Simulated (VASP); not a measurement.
# Ta (Im-3m) in VASP: a series of runs

Runs on Ta. Level: PBE. Tasks: single point.

All numbers are computed with VASP 6.6.1; they aren't measurements. Logs are shortened: lines on timing, memory, paths and dates and some standing lists are left out, and cuts for length are marked.

## Step 1: The cell of the first run

The structure is cubic, space group Im-3m (No. 229). Conventional cell: a = 3.320 Å, b = 3.320 Å, c = 3.320 Å, α = 90.00°, β = 90.00°, γ = 90.00°. Within 3.8 Å of Ta (site symmetry m-3m) lie 14 Ta at 2.87 to 3.32 Å.

## Step 2: Single point, PBE

The input, INCAR:

```
  PREC = Accurate
  ENCUT = 520
  EDIFF = 1E-7
  ISMEAR = -1
  SIGMA = 0.08
  LREAL = F
  LASPH = T
  NELM = 80
  ALGO = Normal
  ISIF = 2
  LWAVE = F
  LCHARG = F
  GGA = PE
  NBANDS = 12
```

The input, KPOINTS:

```
regular mesh
0
Gamma
  18 18 18
```

The input, POSCAR:

```
Ta
1.0
   -1.6597773584      1.6597773584      1.6597773584
    1.6597773584     -1.6597773584      1.6597773584
    1.6597773584      1.6597773584     -1.6597773584
Ta
1
Direct
    0.0000000000      0.0000000000      0.0000000000
```

Potentials or basis: VASP PAW PBE potentials, release 64 (Ta_pv).

Started as:

```sh
$ cat potpaw_PBE.64/Ta_pv/POTCAR > POTCAR
$ mpirun -np 1 vasp_std > vasp.out
```

OUTCAR:

```text
PREC = Accurate
   ENCUT = 520
   EDIFF = 1E-7
   ISMEAR = -1
   LREAL = F
   LASPH = T
   NELM = 80
   ISIF = 2
   GGA = PE

 ion  position               nearest neighbor table
   1  0.000  0.000  0.000-

  LATTYP: Found a body centered cubic cell.
 ALAT       =     3.3195547168

  Lattice vectors:

 A1 = (  -1.6597773584,   1.6597773584,   1.6597773584)
 A2 = (   1.6597773584,  -1.6597773584,   1.6597773584)
 A3 = (   1.6597773584,   1.6597773584,  -1.6597773584)

Analysis of symmetry for initial positions (statically):
=====================================================================
 Subroutine PRICEL returns:
 Original cell was already a primitive cell.

 Routine SETGRP: Setting up the symmetry group for a
 body centered cubic supercell.

 Subroutine GETGRP returns: Found 48 space group operations
 (whereof 48 operations were pure point group operations)
 out of a pool of 48 trial point group operations.

The static configuration has the point symmetry O_h .

Analysis of symmetry for dynamics (positions and initial velocities):
=====================================================================
 Subroutine PRICEL returns:
 Original cell was already a primitive cell.

 Routine SETGRP: Setting up the symmetry group for a
 body centered cubic supercell.

 Subroutine GETGRP returns: Found 48 space group operations
 (whereof 48 operations were pure point group operations)
 out of a pool of 48 trial point group operations.

The dynamic configuration has the point symmetry O_h .

 Subroutine INISYM returns: Found 48 space group operations
 (whereof 48 operations are pure point group operations),
 and found     1 'primitive' translations

----------------------------------------------------------------------------------------

                                     Primitive cell

  volume of cell :      18.2898

  direct lattice vectors                    reciprocal lattice vectors
    -1.659777358  1.659777358  1.659777358     0.000000000  0.301245223  0.301245223
     1.659777358 -1.659777358  1.659777358     0.301245223  0.000000000  0.301245223
     1.659777358  1.659777358 -1.659777358     0.301245223  0.301245223  0.000000000

  length of vectors
     2.874818714  2.874818714  2.874818714     0.426025080  0.426025080  0.426025080

  position of ions in fractional coordinates (direct lattice)
     0.000000000  0.000000000  0.000000000

  ion indices of the primitive-cell ions
   primitive index   ion index
                 1           1

----------------------------------------------------------------------------------------

 KPOINTS: regular mesh

Automatic generation of k-mesh.
 Grid dimensions read from file:
 generate k-points for:   18   18   18

 Generating k-lattice:

  Cartesian coordinates                     Fractional coordinates (reciprocal lattice)
     0.000000000  0.016735846  0.016735846     0.055555556  0.000000000  0.000000000
     0.016735846  0.000000000  0.016735846     0.000000000  0.055555556  0.000000000
     0.016735846  0.016735846  0.000000000     0.000000000  0.000000000  0.055555556

  Length of vectors
     0.023668060  0.023668060  0.023668060

  Shift w.r.t. Gamma in fractional coordinates (k-lattice)
     0.000000000  0.000000000  0.000000000

 Subroutine IBZKPT returns following result:
 ===========================================

 Found    195 irreducible k-points:

 Following reciprocal coordinates:
            Coordinates               Weight
  0.000000  0.000000  0.000000      1.000000
  0.055556  0.000000  0.000000     12.000000
  0.111111  0.000000  0.000000     12.000000
  0.166667  0.000000  0.000000     12.000000
  0.222222  0.000000  0.000000     12.000000
  0.277778  0.000000  0.000000     12.000000
[... 16 lines left out ...]
  0.333333  0.111111  0.000000     48.000000
  0.388889  0.111111  0.000000     48.000000
 [... further k-points ...]
   k-points           NKPTS =    195   k-points in BZ     NKDIM =    195   number of bands    NBANDS=     12
   number of dos      NEDOS =    301   number of ions     NIONS =      1
   total plane-waves  NPLWV =  13824
   dimension x,y,z NGX =    24 NGY =   24 NGZ =   24
   dimension x,y,z NGXF=    48 NGYF=   48 NGZF=   48
   ions per type =               1
   NGX,Y,Z   is equivalent  to a cutoff of  13.88, 13.88, 13.88 a.u.
   NGXF,Y,Z  is equivalent  to a cutoff of  27.76, 27.76, 27.76 a.u.
 SYSTEM =  unknown system
   PREC   = accura    normal or accurate (medium, high low for compatibility)
   ISTART =      0    job   : 0-new  1-cont  2-samecut
   ICHARG =      2    charge: 1-file 2-atom 10-const
   ISPIN  =      1    spin polarized calculation?
   LNONCOLLINEAR =      F non collinear calculations
   LSORBIT =      F    spin-orbit coupling
   LASPH  =      T    aspherical Exc in radial PAW
   ENCUT  =  520.0 eV  38.22 Ry    6.18 a.u.   5.35  5.35  5.35*2*pi/ulx,y,z
   NELM   =     80;   NELMIN=  2; NELMDL= -5     # of ELM steps
   EDIFF  = 0.1E-06   stopping-criterion for ELM
   LREAL  =      F    real-space projection
   EDIFFG = 0.1E-05   stopping-criterion for IOM
   NSW    =      0    number of steps for IOM
   IBRION =     -1    ionic relax: 0-MD 1-quasi-New 2-CG
   NFREE  =      0    steps in history (QN), initial steepest desc. (CG)
   ISIF   =      2    stress and relaxation
   ISYM   =      2    0-nonsym 1-usesym 2-fastsym
   POTIM  = 0.5000    time-step for ionic-motion
   TEBEG  =    0.0;   TEEND  =   0.0 temperature during run
   PSTRESS=    0.0 pullay stress
   NELECT =      11.0000    total number of electrons
   NUPDOWN=      -1.0000    fix difference up-down
   EMIN   =  10.00;   EMAX   =-10.00  energy-range for DOS
   EFERMI =   0.00;   METHOD = LEGACY
   ISMEAR =    -1;   SIGMA  =   0.08  broadening in eV -4-tet -1-fermi 0-gaus
   EFERMI_NEDOS =   21; number of points for ismear=-14 and -15
   IALGO  =     38    algorithm
   IMIX   =      4    mixing-type and parameters
     AMIX     =   0.40;   BMIX     =  1.00
     AMIX_MAG =   1.60;   BMIX_MAG =  1.00
  volume/ion in A,a.u.               =      18.29       123.43
  Fermi-wavevector in a.u.,A,eV,Ry     =   1.381876  2.611368 25.981449  1.909583
  Thomas-Fermi vector in A             =   2.506620
   LORBIT       =      0    0 simple, 1 ext, 2 COOP (PROOUT), +10 PAW based schemes
   GGA     = PE    functional components
   LHFCALC =     F    Hartree Fock is set to
   AEXX    =    0.0000 exact exchange contribution
   IVDW    =     0    specifies the selected vdW correction
   LEPSILON=     F    determine dielectric tensor
   LRPA    =     F    only Hartree local field effects (RPA)
 non-spin polarized calculation
  energy-cutoff  :      520.00
  volume of cell :       18.29
 maximum number of plane-waves:       531
 NGX is ok and might be reduce to    24

 number of electron      11.0000001 magnetization

 Free energy of the ion-electron system (eV)
  ---------------------------------------------------
  ext. energy  EPLUGINS =         0.00000000
  ---------------------------------------------------
  free energy    TOTEN  =       -11.82676265 eV

  energy without entropy =      -11.79881432  energy(sigma->0) =      -11.81278848

 E-fermi :   5.3742     XC(G=0): -12.5397

 val. band max:        5.3741729621   @ k =   0.3333   0.1667   0.0556
 cond. band min:       5.3899980810   @ k =  -0.2778   0.3889   0.1111
 fundamental gap:      0.0158251188
 Fermi energy:         5.3742480738

 k-point     1 :       0.0000    0.0000    0.0000
  band No.  band energies     occupation
      1     -27.7680      2.00000
      2     -27.7680      2.00000
      3     -27.7680      2.00000
      4      -2.4945      2.00000
      5       6.0978      0.00024
      6       6.0978      0.00024
      7       6.0978      0.00024
      8       9.3168      0.00000
      9       9.3168      0.00000
     10      20.0099      0.00000
     11      20.3010      0.00000
     12      20.3010      0.00000

 k-point     2 :       0.0556    0.0000    0.0000
  band No.  band energies     occupation
      1     -27.8046      2.00000
      2     -27.7793      2.00000
      3     -27.7682      2.00000
      4      -2.3586      2.00000
      5       6.0093      0.00071
      6       6.0730      0.00032
      7       6.2305      0.00004
      8       9.1715      0.00000
      9       9.3170      0.00000
     10      20.0100      0.00000
     11      20.4238      0.00000
     12      20.5396      0.00000

 k-point     3 :       0.1111    0.0000    0.0000
  band No.  band energies     occupation
      1     -27.9087      2.00000
      2     -27.8117      2.00000
      3     -27.7687      2.00000
      4      -1.9647      2.00000
      5       5.7652      0.01497
      6       5.9678      0.00120
      7       6.6243      0.00000
      8       8.8661      0.00000
      9       9.3250      0.00000
     10      20.0096      0.00000
     11      20.7309      0.00000
     12      21.2318      0.00000

 k-point     4 :       0.1667    0.0000    0.0000
  band No.  band energies     occupation
      1     -28.0650      2.00000
      2     -27.8608      2.00000
      3     -27.7696      2.00000
      4      -1.3558      2.00000
      5       5.4186      0.72985
      6       5.7311      0.02284
      7       7.2669      0.00000
      8       8.6534      0.00000
      9       9.3591      0.00000
     10      20.0090      0.00000
     11      20.9900      0.00000
     12      22.3182      0.00000

 k-point     5 :       0.2222    0.0000    0.0000
  band No.  band energies     occupation
      1     -28.2518      2.00000
      2     -27.9206      2.00000
      3     -27.7706      2.00000
      4      -0.6130      2.00000
      5       5.0302      1.97323
      6       5.4148      0.75157
      7       8.1364      0.00000
      8       8.6633      0.00000
      9       9.4386      0.00000
     10      20.0073      0.00000
     11      20.7767      0.00000
     12      22.4227      0.00000
[... 228 lines left out ...]
      1     -28.4705      2.00000
      2     -27.9939      2.00000
      3     -27.8169      2.00000
      4       0.4745      2.00000
      5       4.6232      1.99983
      6       4.9177      1.99337
      7       8.4838      0.00000
      8       9.7245      0.00000
      9       9.9113      0.00000
     10      19.9183      0.00000
     11      20.0673      0.00000
     12      21.5028      0.00000

 k-point    22 :       0.2778    0.1111    0.0000
  band No.  band energies     occupation
      1     -28.6198      2.00000
      2     -28.0641      2.00000
      3     -27.8201      2.00000
      4       1.0620      2.00000
      5       4.3275      2.00000
      6       4.9846      1.98477
      7       8.7499      0.00000
      8      10.0279      0.00000
      9      10.9337      0.00000
     10      18.7638      0.00000
     11      19.9891      0.00000
     12      20.2188      0.00000

 k-point    23 :       0.3333    0.1111    0.0000
  band No.  band energies     occupation
      1     -28.7385      2.00000
      2     -28.1219      2.00000
      3     -27.8222      2.00000
      4       1.3571      2.00000
      5       4.1136      2.00000
      6       5.4121      0.76801
      7       8.9978      0.00000
      8      10.1478      0.00000
      9      12.1322      0.00000
     10      17.6183      0.00000
     11      18.9748      0.00000
     12      20.0200      0.00000

 k-point    24 :       0.3889    0.1111    0.0000
  band No.  band energies     occupation
      1     -28.8146      2.00000
      2     -28.1597      2.00000
      3     -27.8235      2.00000
      4       1.4367      2.00000
      5       3.9820      2.00000
      6       5.9777      0.00106
      7       9.0626      0.00000
      8      10.3287      0.00000
      9      13.1128      0.00000
     10      16.6372      0.00000
     11      18.2549      0.00000
     12      20.0172      0.00000

 [... further k-points ...]

------------------------ aborting loop because EDIFF is reached ----------------------------------------

  FORCE on cell =-STRESS in cart. coord.  units (eV):
  Direction    XX          YY          ZZ          XY          YZ          ZX
  --------------------------------------------------------------------------------------
  -------------------------------------------------------------------------------------
  Total        0.0103050      0.0103050      0.0103050     -0.0000000      0.0000000     -0.0000000
  in kB        0.9027113      0.9027113      0.9027113     -0.0000000      0.0000000     -0.0000000
  external PRESSURE =       0.9027113 kB  Pullay stress =       0.0000000 kB

 VOLUME and BASIS-vectors are now :
 -----------------------------------------------------------------------------
  energy-cutoff  :      520.00
  volume of cell :       18.29
      direct lattice vectors                 reciprocal lattice vectors
    -1.659777358  1.659777358  1.659777358     0.000000000  0.301245223  0.301245223
     1.659777358 -1.659777358  1.659777358     0.301245223  0.000000000  0.301245223
     1.659777358  1.659777358 -1.659777358     0.301245223  0.301245223  0.000000000

 POSITION                                       TOTAL-FORCE (eV/Angst)
 -----------------------------------------------------------------------------------
      0.00000      0.00000      0.00000         0.000000      0.000000     -0.000000
 -----------------------------------------------------------------------------------
    total drift:                               -0.000000      0.000000     -0.000000

  FREE ENERGIE OF THE ION-ELECTRON SYSTEM (eV)
  ---------------------------------------------------
  free  energy   TOTEN  =       -11.8267626508 eV

  energy  without entropy=      -11.7988143160  energy(sigma->0) =      -11.81278848
```

It took 17 s on 1 thread of Intel Xeon Platinum 8488C (Sapphire Rapids), shared host; peak memory 0.17 GiB.

Results:

```yaml
Free_energy: -11.8268 eV
Pressure: 0.1 GPa
Band_gap_on_the_k_mesh: zero (an odd number of electrons rules out a gap without spin polarisation)
```

Caveat: spin-orbit coupling is left out, which moves the levels of the heavy elements.

## Step 3: Single point, PBE

This run uses another cell than the first one: it holds 2 atoms, not 1.

The input, INCAR:

```
SYSTEM = Ta
ALGO     = Normal         ! electronic algorithm
EDIFF    = 1E-6           ! SCF threshold, eV
ENCUT    = 520            ! plane-wave cutoff, eV
GGA      = PE             ! functional
ISIF     = 2              ! what is computed and relaxed
ISMEAR   = -1             ! smearing method
LASPH    = .True.         ! aspherical terms in the spheres
LCHARG   = .False.        ! write CHGCAR
LREAL    = .False.        ! projectors in reciprocal space
LWAVE    = .False.        ! write WAVECAR
NBANDS   = 18             ! bands
NELM     = 100            ! most SCF steps
PREC     = Accurate       ! precision mode
SIGMA    = 0.08           ! smearing width, eV
```

The input, KPOINTS:

```
k-points
0
Gamma
  12 12 12
  0 0 0
```

The input, POSCAR:

```
Ta
1.0
    3.3195547167      0.0000000000      0.0000000000
    0.0000000000      3.3195547167      0.0000000000
    0.0000000000      0.0000000000      3.3195547167
Ta
2
Direct
    0.0000000000      0.0000000000      0.0000000000
    0.5000000000      0.5000000000      0.5000000000
```

Potentials or basis: VASP PAW PBE potentials, release 64 (Ta_pv).

Started as:

```sh
$ cat potpaw_PBE.64/Ta_pv/POTCAR > POTCAR
$ mpirun -np 1 vasp_std > vasp.out
```

OUTCAR:

```text
SYSTEM = Ta
   EDIFF = 1E-6
   ENCUT = 520
   GGA = PE
   ISIF = 2
   ISMEAR = -1
   LASPH = .True.
   LREAL = .False.
   NELM = 100
   PREC = Accurate

 ion  position               nearest neighbor table
   1  0.000  0.000  0.000-   2 2.87   2 2.87   2 2.87   2 2.87   2 2.87   2 2.87   2 2.87   2 2.87

   2  0.500  0.500  0.500-   1 2.87   1 2.87   1 2.87   1 2.87   1 2.87   1 2.87   1 2.87   1 2.87

  LATTYP: Found a simple cubic cell.
 ALAT       =     3.3195547167

  Lattice vectors:

[... 709 lines left out ...]
------------------------ aborting loop because EDIFF is reached ----------------------------------------

  FORCE on cell =-STRESS in cart. coord.  units (eV):
  Direction    XX          YY          ZZ          XY          YZ          ZX
  --------------------------------------------------------------------------------------
  -------------------------------------------------------------------------------------
  Total        0.0248204      0.0248204      0.0248204      0.0000000      0.0000000     -0.0000000
  in kB        1.0871272      1.0871272      1.0871272      0.0000000      0.0000000     -0.0000000
  external PRESSURE =       1.0871272 kB  Pullay stress =       0.0000000 kB

 VOLUME and BASIS-vectors are now :
 -----------------------------------------------------------------------------
  energy-cutoff  :      520.00
  volume of cell :       36.58
      direct lattice vectors                 reciprocal lattice vectors
     3.319554717  0.000000000  0.000000000     0.301245223  0.000000000  0.000000000
     0.000000000  3.319554717  0.000000000     0.000000000  0.301245223  0.000000000
     0.000000000  0.000000000  3.319554717     0.000000000  0.000000000  0.301245223

 POSITION                                       TOTAL-FORCE (eV/Angst)
 -----------------------------------------------------------------------------------
      0.00000      0.00000      0.00000        -0.000000     -0.000000     -0.000000
      1.65978      1.65978      1.65978         0.000000      0.000000      0.000000
 -----------------------------------------------------------------------------------
    total drift:                               -0.000000      0.000000      0.000000

  FREE ENERGIE OF THE ION-ELECTRON SYSTEM (eV)
  ---------------------------------------------------
  free  energy   TOTEN  =       -23.6516190864 eV

  energy  without entropy=      -23.5936228701  energy(sigma->0) =      -23.62262098
```

stdout:

```text
POSCAR found type information on POSCAR Ta
 POSCAR found :  1 types and       2 ions
 scaLAPACK will be used
 LDA part: xc-table for (Slater+PW92), standard interpolation
 POSCAR, INCAR and KPOINTS ok, starting setup
 FFT: planning ... GRIDC
 FFT: planning ... GRID_SOFT
 FFT: planning ... GRID
 WAVECAR not read
 entering main loop
```

It took 25 s on 1 thread of Intel Xeon Platinum 8488C (Sapphire Rapids), shared host; peak memory 0.18 GiB.

What came out:

```yaml
Free_energy: -23.6516 eV
Pressure: 0.1 GPa
Band_gap_on_the_k_mesh: zero (bands 11 and 12 overlap by 2.74 eV)
```

Caveat: spin-orbit coupling is left out, which moves the levels of the heavy elements.
